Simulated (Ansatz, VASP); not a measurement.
# One calculation of AgCl, two programs

INCAR

```
  ALGO = Normal
  EDIFF = 1E-7
  ENCUT = 520
  GGA = PS
  ISIF = 2
  ISMEAR = -1
  LASPH = T
  LCHARG = T
  LELF = T
  LREAL = F
  LVHAR = T
  LWAVE = F
  NBANDS = 26
  NELM = 60
  PREC = Accurate
  SIGMA = 0.03
```

File KPOINTS:

```
k-points
0
Gamma
  9 9 8
```

File POSCAR:

```
AgCl
1.0
    1.8709097030     -5.5565952358      0.0000000000
    1.8709097030      5.5565952358      0.0000000000
    0.0000000000      0.0000000000      3.8847969765
Ag Cl
2 2
Direct
    0.3965554000      0.6034446000      0.7500000000
    0.6034446000      0.3965554000      0.2500000000
    0.8654487300      0.1345512700      0.2500000000
    0.1345512700      0.8654487300      0.7500000000
```

Input for Ansatz:

```yaml
crystal:
  lattice:
    - [1.870909703, -5.5565952358, 0.0]
    - [1.870909703, 5.5565952358, 0.0]
    - [0.0, 0.0, 3.8847969765]
  atoms:
    - { symbol: Ag, position: [0.3965554, 0.6034446, 0.75] }
    - { symbol: Ag, position: [0.6034446, 0.3965554, 0.25] }
    - { symbol: Cl, position: [0.86544873, 0.13455127, 0.25] }
    - { symbol: Cl, position: [0.13455127, 0.86544873, 0.75] }
kpoints:
  mp_grid: { grid: [9, 9, 8] }
  band_path:
    path:
      - [0.0, 0.0, 0.0]
      - [-0.5, 0.5, 0.0]
      - [-0.2783418463, 0.7216581537, 0.0]
      - [0.2783418463, 0.2783418463, 0.0]
      - [0.0, 0.0, 0.0]
      - [0.0, 0.0, 0.5]
      - [0.2783418463, 0.2783418463, 0.5]
      - [-0.2783418463, 0.7216581537, 0.5]
      - [-0.5, 0.5, 0.5]
    npoints: 5
scf:
  occupations: { method: fermi_dirac, width: 0.03 }
hamiltonian:
  xc: pbesol
  pseudopotentials: { kind: all_electron, lapw: { basis_error: 0.001 } }
output:
  forces: true
  stress: true
  eigenvalues: true
```

Change from the starting cell: zz strain of -1 %.

Alike in both runs: task single point; functional PBEsol; k mesh 9 × 9 × 8; occupations fermi-dirac, width 0.03 eV; no spin polarisation.

```csv
,VASP,Ansatz
version,VASP 6.6.1,Ansatz 0.2.0
potentials or method,"VASP PAW PBE potentials, release 64 (Ag, Cl), cutoff 520 eV","all-electron LAPW, scalar-relativistic"
```

Ansatz gave:

```
pressure (GPa)                                                : -2.3
traceless stress, the component that is largest in VASP (GPa) : 0.40
rms of the force components (eV/Å)                            : 0.012
```

Task: What did VASP give for the same quantities?

Result: Pressure (GPa): -2.4; traceless stress, the component that is largest in VASP (GPa): 0.43; rms of the force components (eV/Å): 0.012.

VASP's potentials were made for PBE, not for PBEsol. Atom by atom the forces differ by 0.002 eV/Å (rms over components). Ansatz ran all-electron here, and VASP with PAW potentials.
